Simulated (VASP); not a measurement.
# HgTe (I-4m2) in VASP: single point with PBEsol

Aim: the single point of HgTe with PBEsol.

Everything below comes from runs of VASP 6.6.1. Logs are shortened: lines on timing, memory, paths and dates and some standing lists are left out, and cuts for length are marked.

## (1) The cell of the first run

Symmetry: I-4m2, No. 119, tetragonal system. The conventional cell has a = 3.914 Å, b = 3.914 Å, c = 6.512 Å, α = 90.00°, β = 90.00°, γ = 90.00°. Hg (site symmetry -4m2) has 4 Te at 2.55 Å within 3.4 Å. Within 3.4 Å of Te (site symmetry -4m2) lie 4 Hg at 2.55 Å.

## (2) Single point, PBEsol (strain -0.1500 x Voigt [1, 1, 0, 0, 0, 0])

INCAR reads:

```
SYSTEM = HgTe
ALGO = Normal
EDIFF = 1E-7
ENCUT = 520
GGA = PS
ISIF = 2
ISMEAR = 0
LASPH = .TRUE.
LCHARG = .TRUE.
LELF = .TRUE.
LREAL = .FALSE.
LVHAR = .TRUE.
LWAVE = .FALSE.
NBANDS = 16
NELM = 100
PREC = Accurate
SIGMA = 0.15
```

KPOINTS reads:

```
k-points
0
G
  16 16 16
  0 0 0
```

POSCAR reads:

```
HgTe
1.0
    0.0000000000      2.7675032930      3.2558862270
    2.7675032930      0.0000000000      3.2558862270
    2.7675032930      2.7675032930      0.0000000000
Hg Te
1 1
Direct
    0.0000000000      0.0000000000      0.0000000000
    0.7500000000      0.7500000000      0.7500000000
```

Potentials or basis: VASP PAW PBE potentials, release 64 (Hg, Te).

Started as:

```
$ cat potpaw_PBE.64/Hg/POTCAR potpaw_PBE.64/Te/POTCAR > POTCAR
$ mpirun -np 1 vasp_std > vasp.out
```

OUTCAR:

```text
SYSTEM = HgTe
   EDIFF = 1E-7
   ENCUT = 520
   GGA = PS
   ISIF = 2
   ISMEAR = 0
   LASPH = .TRUE.
   LREAL = .FALSE.
   NELM = 100
   PREC = Accurate

 ion  position               nearest neighbor table
   1  0.000  0.000  0.000-   2 2.55   2 2.55   2 2.55   2 2.55
   2  0.750  0.750  0.750-   1 2.55   1 2.55   1 2.55   1 2.55

  LATTYP: Found a body centered tetragonal cell.
 ALAT       =     3.9138406909
 C/A-ratio  =     1.6637806616

  Lattice vectors:

 A1 = (  -2.7675032930,   0.0000000000,   3.2558862270)
 A2 = (   2.7675032930,   0.0000000000,   3.2558862270)
 A3 = (   0.0000000000,   2.7675032930,  -3.2558862270)

Analysis of symmetry for initial positions (statically):
=====================================================================
 Subroutine PRICEL returns:
 Original cell was already a primitive cell.

 Routine SETGRP: Setting up the symmetry group for a
 body centered tetragonal supercell.

 Subroutine GETGRP returns: Found  8 space group operations
 (whereof  8 operations were pure point group operations)
 out of a pool of 16 trial point group operations.

The static configuration has the point symmetry D_2d.

Analysis of symmetry for dynamics (positions and initial velocities):
=====================================================================
 Subroutine PRICEL returns:
 Original cell was already a primitive cell.

 Routine SETGRP: Setting up the symmetry group for a
 body centered tetragonal supercell.

 Subroutine GETGRP returns: Found  8 space group operations
 (whereof  8 operations were pure point group operations)
 out of a pool of 16 trial point group operations.

The dynamic configuration has the point symmetry D_2d.

 Subroutine INISYM returns: Found  8 space group operations
 (whereof  8 operations are pure point group operations),
 and found     1 'primitive' translations

----------------------------------------------------------------------------------------

                                     Primitive cell

  volume of cell :      49.8742

  direct lattice vectors                    reciprocal lattice vectors
     0.000000000  2.767503293  3.255886227    -0.180668258  0.180668258  0.153568020
     2.767503293  0.000000000  3.255886227     0.180668258 -0.180668258  0.153568020
     2.767503293  2.767503293  0.000000000     0.180668258  0.180668258 -0.153568020

  length of vectors
     4.273156866  4.273156866  3.913840691     0.298102626  0.298102626  0.298102626

  position of ions in fractional coordinates (direct lattice)
     0.000000000  0.000000000  0.000000000
     0.750000000  0.750000000  0.750000000

  ion indices of the primitive-cell ions
   primitive index   ion index
                 1           1
                 2           2

----------------------------------------------------------------------------------------

 KPOINTS: k-points

Automatic generation of k-mesh.
 Grid dimensions read from file:
 generate k-points for:   16   16   16

 Generating k-lattice:

  Cartesian coordinates                     Fractional coordinates (reciprocal lattice)
    -0.011291766  0.011291766  0.009598001     0.062500000  0.000000000  0.000000000
     0.011291766 -0.011291766  0.009598001     0.000000000  0.062500000  0.000000000
     0.011291766  0.011291766 -0.009598001     0.000000000  0.000000000  0.062500000

  Length of vectors
     0.018631414  0.018631414  0.018631414

  Shift w.r.t. Gamma in fractional coordinates (k-lattice)
     0.000000000  0.000000000  0.000000000

 Subroutine IBZKPT returns following result:
 ===========================================

 Found    349 irreducible k-points:

 Following reciprocal coordinates:
            Coordinates               Weight
  0.000000  0.000000  0.000000      1.000000
  0.062500  0.000000  0.000000      8.000000
  0.125000  0.000000  0.000000      8.000000
  0.187500 -0.000000  0.000000      8.000000
  0.250000  0.000000  0.000000      8.000000
  0.312500  0.000000  0.000000      8.000000
[... 16 lines left out ...]
 -0.125000  0.062500  0.000000      8.000000
 -0.062500  0.062500  0.000000      4.000000
 [... further k-points ...]
   k-points           NKPTS =    349   k-points in BZ     NKDIM =    349   number of bands    NBANDS=     16
   number of dos      NEDOS =    301   number of ions     NIONS =      2
   total plane-waves  NPLWV =  30720
   dimension x,y,z NGX =    32 NGY =   32 NGZ =   30
   dimension x,y,z NGXF=    64 NGYF=   64 NGZF=   60
   ions per type =               1   1
   NGX,Y,Z   is equivalent  to a cutoff of  12.45, 12.45, 12.74 a.u.
   NGXF,Y,Z  is equivalent  to a cutoff of  24.90, 24.90, 25.49 a.u.
 SYSTEM =  HgTe
   PREC   = accura    normal or accurate (medium, high low for compatibility)
   ISTART =      0    job   : 0-new  1-cont  2-samecut
   ICHARG =      2    charge: 1-file 2-atom 10-const
   ISPIN  =      1    spin polarized calculation?
   LNONCOLLINEAR =      F non collinear calculations
   LSORBIT =      F    spin-orbit coupling
   LASPH  =      T    aspherical Exc in radial PAW
   ENCUT  =  520.0 eV  38.22 Ry    6.18 a.u.   7.95  7.95  7.28*2*pi/ulx,y,z
   NELM   =    100;   NELMIN=  2; NELMDL= -5     # of ELM steps
   EDIFF  = 0.1E-06   stopping-criterion for ELM
   LREAL  =      F    real-space projection
   EDIFFG = 0.1E-05   stopping-criterion for IOM
   NSW    =      0    number of steps for IOM
   IBRION =     -1    ionic relax: 0-MD 1-quasi-New 2-CG
   NFREE  =      0    steps in history (QN), initial steepest desc. (CG)
   ISIF   =      2    stress and relaxation
   ISYM   =      2    0-nonsym 1-usesym 2-fastsym
   POTIM  = 0.5000    time-step for ionic-motion
   TEBEG  =    0.0;   TEEND  =   0.0 temperature during run
   PSTRESS=    0.0 pullay stress
   NELECT =      18.0000    total number of electrons
   NUPDOWN=      -1.0000    fix difference up-down
   EMIN   =  10.00;   EMAX   =-10.00  energy-range for DOS
   EFERMI =   0.00;   METHOD = LEGACY
   ISMEAR =     0;   SIGMA  =   0.15  broadening in eV -4-tet -1-fermi 0-gaus
   EFERMI_NEDOS =   21; number of points for ismear=-14 and -15
   IALGO  =     38    algorithm
   IMIX   =      4    mixing-type and parameters
     AMIX     =   0.40;   BMIX     =  1.00
     AMIX_MAG =   1.60;   BMIX_MAG =  1.00
  volume/ion in A,a.u.               =      24.94       168.28
  Fermi-wavevector in a.u.,A,eV,Ry     =   1.165576  2.202619 18.484423  1.358567
  Thomas-Fermi vector in A             =   2.302100
   LORBIT       =      0    0 simple, 1 ext, 2 COOP (PROOUT), +10 PAW based schemes
   GGA     = PS    functional components
   LHFCALC =     F    Hartree Fock is set to
   AEXX    =    0.0000 exact exchange contribution
   IVDW    =     0    specifies the selected vdW correction
   LEPSILON=     F    determine dielectric tensor
   LRPA    =     F    only Hartree local field effects (RPA)
 non-spin polarized calculation
 Gauss-broadening in eV      SIGMA  =   0.15
  energy-cutoff  :      520.00
  volume of cell :       49.87
 maximum number of plane-waves:      1372
   NGX = 15   NGY = 15   NGZ = 15

 number of electron      18.0000000 magnetization

 Free energy of the ion-electron system (eV)
  ---------------------------------------------------
  ext. energy  EPLUGINS =         0.00000000
  ---------------------------------------------------
  free energy    TOTEN  =        -3.02222259 eV

  energy without entropy =       -3.02158924  energy(sigma->0) =       -3.02190592

 E-fermi :   7.0324     XC(G=0): -10.4043

 val. band max:        6.9975577911   @ k =  -0.0625   0.0625   0.0000
 cond. band min:       7.0561081180   @ k =   0.5000   0.0000   0.0000
 fundamental gap:      0.0585503269
 Fermi energy:         7.0323928037

 k-point     1 :       0.0000    0.0000    0.0000
  band No.  band energies     occupation
      1      -7.9539      2.00000
      2      -2.8434      2.00000
      3      -2.7460      2.00000
      4      -2.7460      2.00000
      5      -2.0049      2.00000
      6      -1.7180      2.00000
[... 8 lines left out ...]
     15      14.8498      0.00000
     16      14.8998      0.00000

 k-point     2 :       0.0625    0.0000    0.0000
  band No.  band energies     occupation
      1      -7.9187      2.00000
      2      -2.8404      2.00000
      3      -2.7411      2.00000
      4      -2.7352      2.00000
      5      -2.0023      2.00000
      6      -1.7232      2.00000
[... 8 lines left out ...]
     15      14.5388      0.00000
     16      15.5030      0.00000

 k-point     3 :       0.1250    0.0000    0.0000
  band No.  band energies     occupation
      1      -7.8163      2.00000
      2      -2.8345      2.00000
      3      -2.7201      2.00000
      4      -2.7045      2.00000
      5      -1.9924      2.00000
      6      -1.7373      2.00000
[... 8 lines left out ...]
     15      14.7582      0.00000
     16      16.1752      0.00000

 k-point     4 :       0.1875   -0.0000    0.0000
  band No.  band energies     occupation
      1      -7.6572      2.00000
      2      -2.8236      2.00000
      3      -2.6769      2.00000
      4      -2.6591      2.00000
      5      -1.9704      2.00000
      6      -1.7567      2.00000
[... 8 lines left out ...]
     15      15.3304      0.00000
     16      15.7152      0.00000
[... 324 lines left out ...]
 k-point    22 :      -0.1875    0.0625    0.0000
  band No.  band energies     occupation
      1      -7.5512      2.00000
      2      -2.8454      2.00000
      3      -2.6420      2.00000
      4      -2.6345      2.00000
      5      -1.9107      2.00000
      6      -1.7857      2.00000
[... 8 lines left out ...]
     15      15.2103      0.00000
     16      15.6475      0.00000

 k-point    23 :      -0.1250    0.0625    0.0000
  band No.  band energies     occupation
      1      -7.7274      2.00000
      2      -2.8480      2.00000
      3      -2.6922      2.00000
      4      -2.6887      2.00000
      5      -1.9556      2.00000
      6      -1.7618      2.00000
[... 8 lines left out ...]
     15      15.1980      0.00000
     16      15.5559      0.00000

 k-point    24 :      -0.0625    0.0625    0.0000
  band No.  band energies     occupation
      1      -7.8545      2.00000
      2      -2.8389      2.00000
      3      -2.7322      2.00000
      4      -2.7216      2.00000
      5      -1.9840      2.00000
      6      -1.7394      2.00000
[... 8 lines left out ...]
     15      14.9949      0.00000
     16      15.6989      0.00000

 [... further k-points ...]

------------------------ aborting loop because EDIFF is reached ----------------------------------------

  FORCE on cell =-STRESS in cart. coord.  units (eV):
  Direction    XX          YY          ZZ          XY          YZ          ZX
  --------------------------------------------------------------------------------------
  -------------------------------------------------------------------------------------
  Total        9.3362507      9.3362507      9.5771090      0.0000000      0.0000000      0.0000000
  in kB      299.9214867    299.9214867    307.6589140      0.0000000      0.0000000      0.0000000
  external PRESSURE =     302.5006291 kB  Pullay stress =       0.0000000 kB

 VOLUME and BASIS-vectors are now :
 -----------------------------------------------------------------------------
  energy-cutoff  :      520.00
  volume of cell :       49.87
      direct lattice vectors                 reciprocal lattice vectors
     0.000000000  2.767503293  3.255886227    -0.180668258  0.180668258  0.153568020
     2.767503293  0.000000000  3.255886227     0.180668258 -0.180668258  0.153568020
     2.767503293  2.767503293  0.000000000     0.180668258  0.180668258 -0.153568020

 POSITION                                       TOTAL-FORCE (eV/Angst)
 -----------------------------------------------------------------------------------
      0.00000      0.00000      0.00000        -0.000000     -0.000000     -0.000000
      4.15125      4.15125      4.88383         0.000000      0.000000      0.000000
 -----------------------------------------------------------------------------------
    total drift:                                0.000000      0.000000     -0.000001

  FREE ENERGIE OF THE ION-ELECTRON SYSTEM (eV)
  ---------------------------------------------------
  free  energy   TOTEN  =        -3.0222225942 eV

  energy  without entropy=       -3.0215892390  energy(sigma->0) =       -3.02190592
```

Wall time 3.4 min (1 thread of AMD EPYC 7R43 (Zen 3), shared host); peak memory 0.38 GiB.

What came out:

```
Free energy            : -3.0222 eV
Pressure               : 30.3 GPa
Band gap on the k mesh : zero (filled and empty bands touch)
```

Stress tensor (GPa, compression positive):
```
29.99  0.00  0.00
 0.00 29.99  0.00
 0.00  0.00 30.77
```

Caveat: the cell differs from its parent crystal (strain -0.1500 x Voigt [1, 1, 0, 0, 0, 0]); the PAW data sets were made with another functional, which shifts forces and pressure a little; spin-orbit coupling is left out, which moves the levels of the heavy elements.
